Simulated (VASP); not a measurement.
Set up this calculation in VASP 6.6.1, as the native input.

```
Task                   : relaxation of cell and atoms
Functional             : r2SCAN
Potentials or basis    : VASP PAW PBE potentials, release 64 (Mo_sv)
Cutoff                 : 600 eV
k mesh                 : 7 × 7 × 4
Occupations            : fermi-dirac, width 0.1 eV
Spin                   : no spin polarisation
Target pressure        : 20 GPa
Dipole correction      : no
Further INCAR settings : ALGO = Normal; EDIFF = 1e-06; IBRION = 2; EDIFFG = -0.01; NSW = 80; ISIF = 3
```

Mo:

```
Mo
1.0
     2.80000    0.00000    0.00000
    -1.40000    2.42487    0.00000
     0.00000    0.00000    4.57240
Mo
2
Direct
  0.33333 0.66667 0.25000
  0.66667 0.33333 0.75000
```

The input as run:

POSCAR

```
Mo
1.0
    2.8000000000      0.0000000000      0.0000000000
   -1.4000000000      2.4248711306      0.0000000000
    0.0000000000      0.0000000000      4.5724000000
Mo
2
Direct
    0.3333333333      0.6666666667      0.2500000000
    0.6666666667      0.3333333333      0.7500000000
```

INCAR.step1

```
PREC = Accurate ; ENCUT = 600
ISMEAR = -1 ; SIGMA = 0.1
LREAL = False ; LASPH = True
NELM = 60 ; GGA = PE
ALGO = Normal ; EDIFF = 1E-4
LWAVE = True ; LCHARG = False
```

INCAR.step2

```
PREC = Accurate ; ENCUT = 600
EDIFF = 1E-6 ; ISMEAR = -1
SIGMA = 0.1 ; LREAL = False
LASPH = True ; NELM = 60
ALGO = Normal ; ISIF = 3
LWAVE = False ; LCHARG = False
METAGGA = R2SCAN ; LMIXTAU = True
IBRION = 2 ; NSW = 80
EDIFFG = -0.01 ; PSTRESS = 200.0
ISTART = 1
```

KPOINTS

```
regular mesh
0
Gamma
  7 7 4
```

Potentials or basis: VASP PAW PBE potentials, release 64 (Mo_sv).

The run is started by

```console
$ cat potpaw_PBE.64/Mo_sv/POTCAR > POTCAR
$ cp INCAR.step1 INCAR
$ mpirun -np 1 vasp_std > vasp.out
$ cp INCAR.step2 INCAR
$ mpirun -np 1 vasp_std > vasp.out
```

It gave:

The relaxed volume is 14.99 Å³/atom and the relaxed cell is a = 2.689 Å, b = 2.689 Å, c = 4.787 Å, α = 90.00°, β = 90.00°, γ = 120.00°. The space group after relaxing (to 0.05 Å) is P6_3/mmc (No. 194). The energy change on relaxing (the enthalpy is what falls) is +14.3 meV/atom and the ionic steps are 15. The pressure after relaxing is 20.0 GPa and the band gap on the k mesh is zero (band 14 reaches 14.43 eV, above the bottom of band 15 at 12.20 eV).

Caveat: the k points lie up to 0.39 Å⁻¹ apart in the final cell; the cell is relaxed towards a set pressure, so the enthalpy falls and the energy may rise; the PAW data sets were made with another functional, which shifts forces and pressure a little.

It took 4.9 min on 1 thread of Intel(R) Xeon(R) 6975P-C (Granite Rapids) (shared host), peak memory 0.17 GiB.
